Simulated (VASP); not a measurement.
A run of VASP 6.6.1 is set up as follows.

INCAR

```
SYSTEM = Mg
ALGO     = Normal         ! electronic algorithm
EDIFF    = 1E-7           ! SCF threshold, eV
ENCUT    = 520            ! plane-wave cutoff, eV
ISIF     = 2              ! what is computed and relaxed
ISMEAR   = -1             ! smearing method
LASPH    = .True.         ! aspherical terms in the spheres
LCHARG   = .False.        ! write CHGCAR
LREAL    = .False.        ! projectors in reciprocal space
LWAVE    = .False.        ! write WAVECAR
NBANDS   = 9              ! bands
NELM     = 80             ! most SCF steps
PREC     = Accurate       ! precision mode
SIGMA    = 0.1            ! smearing width, eV
```

The input KPOINTS:

```
k-points
0
Gamma
  16 16 8
  0 0 0
```

Contents of POSCAR:

```
Mg
1.0
    3.1400480623      0.0000000000      0.0000000000
   -1.5700240311      2.7193613910      0.0000000000
    0.0000000000      0.0000000000      5.0670972776
Mg
2
Direct
    0.3333333333      0.6666666667      0.2500000000
    0.6666666667      0.3333333333      0.7500000000
```

Potentials or basis: VASP PAW LDA potentials, release 64 (Mg).

Command:

```console
$ cat potpaw_LDA.64/Mg/POTCAR > POTCAR
$ mpirun -np 1 vasp_std > vasp.out
```

Question: What does it give for the pressure?

Answer: -0.3 GPa.

Question: Estimate the band gap on the k mesh.

Answer: Zero (bands 2 and 3 overlap by 2.22 eV).
